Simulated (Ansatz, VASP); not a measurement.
## ZnSe in VASP and in Ansatz

File INCAR:

```
  PREC = Accurate
  ENCUT = 520
  EDIFF = 1E-6
  ISMEAR = 0
  SIGMA = 0.02
  LREAL = F
  LASPH = T
  NELM = 80
  ALGO = Normal
  ISIF = 2
  LWAVE = F
  LCHARG = F
  GGA = PS
  NBANDS = 16
```

Contents of KPOINTS:

```
regular mesh
0
Gamma
  6 6 6
```

The input POSCAR:

```
ZnSe
1.0
    0.0000000000      2.8167247228      2.8167247228
    2.8167247228      0.0000000000      2.8167247228
    2.8167247228      2.8167247228      0.0000000000
Zn Se
1 1
Direct
    0.0000000000      0.0000000000      0.0000000000
    0.2500000000      0.2500000000      0.2500000000
```

Input for Ansatz:

```yaml
crystal:
  lattice:
    - [0.0, 2.8167247228, 2.8167247228]
    - [2.8167247228, 0.0, 2.8167247228]
    - [2.8167247228, 2.8167247228, 0.0]
  atoms:
    - { symbol: Zn, position: [0.0, 0.0, 0.0] }
    - { symbol: Se, position: [0.25, 0.25, 0.25] }
basis:
  ecutwfc: 420
kpoints:
  mp_grid: { grid: [6, 6, 6] }
hamiltonian:
  xc: pbesol
  pseudopotentials: { kind: paw, azcp: { folder: soft_1 } }
scf:
  occupations: { method: gaussian, width: 0.02 }
output:
  forces: true
  stress: true
  eigenvalues: true
```

Alike in both runs: task single point; functional PBEsol; k mesh 6 × 6 × 6; occupations gaussian, width 0.02 eV; no spin polarisation.

|  | VASP | Ansatz |
| --- | --- | --- |
| version | VASP 6.6.1 | Ansatz 0.2.0 |
| potentials or method | VASP PAW PBE potentials, release 64 (Zn, Se), cutoff 520 eV | scalar-relativistic, plane waves, PAW |
| valence electrons in the cell | 18 | 28 |

|  | VASP | Ansatz | Ansatz less VASP |
| --- | --- | --- | --- |
| gap on the k mesh at the Fermi level (eV) | 1.24 | 1.23 | -0.008 |
| least direct gap on the mesh (eV) | 1.24 | 1.23 | -0.008 |
| pressure (GPa) | 0.3 | 0.0 | -0.26 |

VASP's potentials were made for PBE, not for PBEsol, and Ansatz warns of the same on its side. VASP's potentials hold 18 valence electrons a cell and Ansatz's 28, so a difference there can come from the potentials and not from the codes.
